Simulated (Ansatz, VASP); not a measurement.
## CdF2: VASP beside Ansatz

```
CELL_PARAMETERS angstrom
0.00000 2.69400 2.69400
2.49195 0.00000 2.69400
2.49195 2.69400 0.00000
ATOMIC_POSITIONS crystal
Cd 0.00000 0.00000 0.00000
F 0.25000 0.25000 0.25000
F 0.75000 0.75000 0.75000
```

Change from the starting cell: strain -0.0750 x Voigt [1, 0, 0, 0, 0, 0], atoms carried along.

Alike in both runs: task single point; functional r2SCAN; k mesh 8 × 8 × 8; occupations gaussian, width 0.05 eV; no spin polarisation.

|  | VASP | Ansatz |
| --- | --- | --- |
| version | VASP 6.6.1 | Ansatz 0.2.0 |
| potentials or method | VASP PAW PBE potentials, release 64 (Cd, F), cutoff 520 eV | scalar-relativistic, plane waves, PAW |
| valence electrons in the cell | 26 | 34 |

|  | VASP | Ansatz | Ansatz less VASP |
| --- | --- | --- | --- |
| gap on the k mesh at the Fermi level (eV) | 3.85 | 3.90 | +0.049 |
| least direct gap on the mesh (eV) | 4.28 | 4.34 | +0.059 |
| pressure (GPa) | 12.1 | 10.6 | -1.54 |
| traceless stress, the component that is largest in VASP (GPa) | 6.55 | 6.69 | +0.142 |

VASP's potentials were made for PBE, not for r2SCAN. VASP's potentials hold 26 valence electrons a cell and Ansatz's 34, so a difference there can come from the potentials and not from the codes.
